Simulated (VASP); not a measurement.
# Ag in VASP: single point with PBE

Aim: the single point of Ag with PBE.

Program: VASP 6.6.1. These are calculated values, not measurements. Logs are shortened: lines on timing, memory, paths and dates and some standing lists are left out, and cuts for length are marked.

## Step 1: The cell of the first run

The cell holds a slab with vacuum, 7 atoms: a = 2.946 Å, b = 2.946 Å, c = 29.409 Å, α = 90.00°, β = 90.00°, γ = 120.00°.

## Step 2: Single point, PBE

The input, INCAR:

```
PREC = Accurate ; ENCUT = 520
EDIFF = 1E-6 ; ISMEAR = -1
SIGMA = 0.05 ; LREAL = False
LASPH = True ; NELM = 80
ALGO = Normal ; ISIF = 2
LWAVE = False ; LCHARG = False
LDIPOL = True ; IDIPOL = 3
DIPOL = 0.5 0.5 0.500 ; GGA = PE
NBANDS = 48
```

The input, KPOINTS:

```
Automatic mesh
0
Gamma
  10 10 1
```

The input, POSCAR:

```
Ag
1.0
    2.9460943265      0.0000000000      0.0000000000
   -1.4730471633      2.5513925288      0.0000000000
    0.0000000000      0.0000000000     29.4093000000
Ag
7
Direct
    0.0000000000      0.0000000000      0.2550213708
    0.6666666667      0.3333333333      0.3366377160
    0.3333333334      0.6666666667      0.4182540611
    0.6666666667      0.3333333333      0.5000000000
    0.3333333334      0.6666666667      0.5816163452
    0.0000000000      0.0000000000      0.6632326903
    0.3333333334      0.6666666667      0.7449786292
```

Potentials or basis: VASP PAW PBE potentials, release 64 (Ag).

The run is started by

```bash
cat potpaw_PBE.64/Ag/POTCAR > POTCAR
mpirun -np 1 vasp_std > vasp.out
```

OUTCAR:

```text
PREC = Accurate
   ENCUT = 520
   EDIFF = 1E-6
   ISMEAR = -1
   LREAL = False
   LASPH = True
   NELM = 80
   ISIF = 2
   GGA = PE

 ion  position               nearest neighbor table
   1  0.000  0.000  0.255-   2 2.94   2 2.94   2 2.94
   2  0.667  0.333  0.337-   3 2.94   3 2.94   3 2.94   1 2.94   1 2.94   1 2.94
   3  0.333  0.667  0.418-   2 2.94   2 2.94   2 2.94   4 2.94   4 2.94   4 2.94
   4  0.667  0.333  0.500-   5 2.94   5 2.94   5 2.94   3 2.94   3 2.94   3 2.94
   5  0.333  0.667  0.582-   6 2.94   6 2.94   6 2.94   4 2.94   4 2.94   4 2.94
   6  0.000  0.000  0.663-   5 2.94   5 2.94   5 2.94   7 2.94   7 2.94   7 2.94
   7  0.333  0.667  0.745-   6 2.94   6 2.94   6 2.94

  LATTYP: Found a hexagonal cell.
 ALAT       =     2.9460943265
 C/A-ratio  =     9.9824706003

  Lattice vectors:

 A1 = (   2.9460943265,   0.0000000000,   0.0000000000)
 A2 = (  -1.4730471633,   2.5513925288,   0.0000000000)
 A3 = (   0.0000000000,   0.0000000000,  29.4093000000)

Analysis of symmetry for initial positions (statically):
=====================================================================
 Subroutine PRICEL returns:
 Original cell was already a primitive cell.

 Routine SETGRP: Setting up the symmetry group for a
 hexagonal supercell.

 Subroutine GETGRP returns: Found  6 space group operations
 (whereof  6 operations were pure point group operations)
 out of a pool of 24 trial point group operations.

The static configuration has the point symmetry C_3v.

Analysis of symmetry for dynamics (positions and initial velocities):
=====================================================================
 Subroutine PRICEL returns:
 Original cell was already a primitive cell.

 Routine SETGRP: Setting up the symmetry group for a
 hexagonal supercell.

 Subroutine GETGRP returns: Found  6 space group operations
 (whereof  6 operations were pure point group operations)
 out of a pool of 24 trial point group operations.

The dynamic configuration has the point symmetry C_3v.

 Subroutine INISYM returns: Found  6 space group operations
 (whereof  6 operations are pure point group operations),
 and found     1 'primitive' translations

----------------------------------------------------------------------------------------

                                     Primitive cell

  volume of cell :     221.0592
[... 96 lines left out ...]
   POTIM  = 0.5000    time-step for ionic-motion
   TEBEG  =    0.0;   TEEND  =   0.0 temperature during run
   PSTRESS=    0.0 pullay stress
   NELECT =      77.0000    total number of electrons
   NUPDOWN=      -1.0000    fix difference up-down
   EMIN   =  10.00;   EMAX   =-10.00  energy-range for DOS
   EFERMI =   0.00;   METHOD = LEGACY
   ISMEAR =    -1;   SIGMA  =   0.05  broadening in eV -4-tet -1-fermi 0-gaus
   EFERMI_NEDOS =   21; number of points for ismear=-14 and -15
   IALGO  =     38    algorithm
   IMIX   =      4    mixing-type and parameters
     AMIX     =   0.40;   BMIX     =  1.00
     AMIX_MAG =   1.60;   BMIX_MAG =  1.00
  volume/ion in A,a.u.               =      31.58       213.11
  Fermi-wavevector in a.u.,A,eV,Ry     =   1.151867  2.176712 18.052166  1.326797
  Thomas-Fermi vector in A             =   2.288521
   LORBIT       =      0    0 simple, 1 ext, 2 COOP (PROOUT), +10 PAW based schemes
   GGA     = PE    functional components
   LHFCALC =     F    Hartree Fock is set to
   AEXX    =    0.0000 exact exchange contribution
   IVDW    =     0    specifies the selected vdW correction
   LEPSILON=     F    determine dielectric tensor
   LRPA    =     F    only Hartree local field effects (RPA)
 non-spin polarized calculation
  energy-cutoff  :      520.00
  volume of cell :      221.06
 maximum number of plane-waves:      6073
 NGX is ok and might be reduce to    24
   NGX = 11   NGY = 11   NGZ =109

 dipolmoment           0.000000      0.000000     -0.000004 electrons x Angstroem

 number of electron      77.0000020 magnetization

 dipolmoment           0.000000      0.000000      0.000033 electrons x Angstroem

 Free energy of the ion-electron system (eV)
  ---------------------------------------------------
  ext. energy  EPLUGINS =         0.00000000
  ---------------------------------------------------
  free energy    TOTEN  =       -18.29703680 eV

  energy without entropy =      -18.28256383  energy(sigma->0) =      -18.28980031

 E-fermi :   2.5755     XC(G=0):  -7.3490

 val. band max:        2.5021628776   @ k =   0.4000   0.1000   0.0000
 cond. band min:       2.6013600395   @ k =   0.1000  -0.0000   0.0000
 fundamental gap:      0.0991971619
 Fermi energy:         2.5754524272

 k-point     1 :       0.0000    0.0000    0.0000
  band No.  band energies     occupation
      1      -4.6692      2.00000
      2      -4.2950      2.00000
      3      -3.8037      2.00000
      4      -3.4645      2.00000
      5      -3.4061      2.00000
      6      -3.3190      2.00000
[... 703 lines left out ...]
     47       8.0191      0.00000
     48       8.4128      0.00000

------------------------ aborting loop because EDIFF is reached ----------------------------------------

 vacuum level on the upper side and lower side of the slab       (xc-potential included)        -0.240        -0.239

  FORCE on cell =-STRESS in cart. coord.  units (eV):
  Direction    XX          YY          ZZ          XY          YZ          ZX
  --------------------------------------------------------------------------------------
  -------------------------------------------------------------------------------------
  Total       -1.2930914     -1.2930914     -1.6732808      0.0000000      0.0000000     -0.0000000
  in kB       -9.3719763     -9.3719763    -12.1274864      0.0000000      0.0000000     -0.0000000
  external PRESSURE =     -10.2904797 kB  Pullay stress =       0.0000000 kB

 VOLUME and BASIS-vectors are now :
 -----------------------------------------------------------------------------
  energy-cutoff  :      520.00
  volume of cell :      221.06
      direct lattice vectors                 reciprocal lattice vectors
     2.946094326  0.000000000  0.000000000     0.339432445  0.195971413  0.000000000
    -1.473047163  2.551392529  0.000000000     0.000000000  0.391942827  0.000000000
     0.000000000  0.000000000 29.409300000     0.000000000  0.000000000  0.034002849

 POSITION                                       TOTAL-FORCE (eV/Angst)
 -----------------------------------------------------------------------------------
      0.00000      0.00000      7.50000         0.000000     -0.000000      0.113476
      1.47305      0.85046      9.90028        -0.000000      0.000000      0.025381
      0.00000      1.70093     12.30056        -0.000000     -0.000000     -0.052139
      1.47305      0.85046     14.70465         0.000000     -0.000000      0.003153
      0.00000      1.70093     17.10493        -0.000000      0.000000      0.050073
      0.00000      0.00000     19.50521        -0.000000      0.000000     -0.031916
      0.00000      1.70093     21.90930         0.000000     -0.000000     -0.108028
 -----------------------------------------------------------------------------------
    total drift:                               -0.000000      0.000000      0.000075

  FREE ENERGIE OF THE ION-ELECTRON SYSTEM (eV)
  ---------------------------------------------------
  free  energy   TOTEN  =       -18.2970367992 eV

  energy  without entropy=      -18.2825638268  energy(sigma->0) =      -18.28980031

 vacuum level on the upper side and lower side of the slab         6.703         6.706
```

OSZICAR:

```text
N       E                     dE             d eps       ncg     rms          rms(c)
DAV:   1     0.505352789884E+03    0.50535E+03   -0.37634E+04  1344   0.145E+03
DAV:   2    -0.593791371532E+01   -0.51129E+03   -0.48504E+03  1416   0.327E+02
DAV:   3    -0.196484240079E+02   -0.13711E+02   -0.13469E+02  1512   0.550E+01
[... 21 lines left out ...]
DAV:  25    -0.182970243349E+02   -0.50192E-05   -0.16314E-06   920   0.101E-02    0.325E-03
DAV:  26    -0.182970300216E+02   -0.56867E-05   -0.87830E-07   880   0.788E-03    0.150E-03
DAV:  27    -0.182970339232E+02   -0.39016E-05   -0.34010E-07   848   0.450E-03    0.158E-03
DAV:  28    -0.182970360605E+02   -0.21372E-05   -0.71855E-08   824   0.152E-03    0.180E-03
DAV:  29    -0.182970367992E+02   -0.73875E-06   -0.92320E-08   824   0.246E-03
   1 F= -.18297037E+02 E0= -.18289800E+02  d E =-.144730E-01
```

stdout:

```text
POSCAR found type information on POSCAR Ag
 POSCAR found :  1 types and       7 ions
 scaLAPACK will be used
 LDA part: xc-table for (Slater+PW92), standard interpolation
 POSCAR, INCAR and KPOINTS ok, starting setup
 FFT: planning ... GRIDC
 FFT: planning ... GRID_SOFT
 FFT: planning ... GRID
 WAVECAR not read
 entering main loop
```

Wall time 4.9 min (1 thread of AMD EPYC 9R45 (Zen 5), shared host); peak memory 0.36 GiB.

What came out:

| Item | Value |
| --- | --- |
| Free energy | -18.2970 eV |
| Largest force | 0.113 eV/Å |

Forces in eV/Å, atoms in the order of the input:
```
Ag   0.000  0.000  0.113
Ag   0.000  0.000  0.025
Ag   0.000  0.000 -0.052
Ag   0.000  0.000  0.003
Ag   0.000  0.000  0.050
Ag   0.000  0.000 -0.032
Ag   0.000  0.000 -0.108
```

Levels at points of the mesh, in eV from the Fermi level:
| k point | band 35 | band 36 | band 37 | band 38 | band 39 | band 40 | band 41 | band 42 | band 43 | band 44 |
| --- | --- | --- | --- | --- | --- | --- | --- | --- | --- | --- |
| (0.00, 0.00, 0.00) | -3.27 | -3.22 | -3.12 | -3.12 | -3.06 | -3.06 | -1.90 | -0.40 | 0.14 | 3.72 |
| (0.50, 0.00, 0.00) | -2.81 | 0.06 | 0.27 | 0.65 | 1.01 | 1.26 | 1.43 | 1.49 | 3.84 | 4.07 |
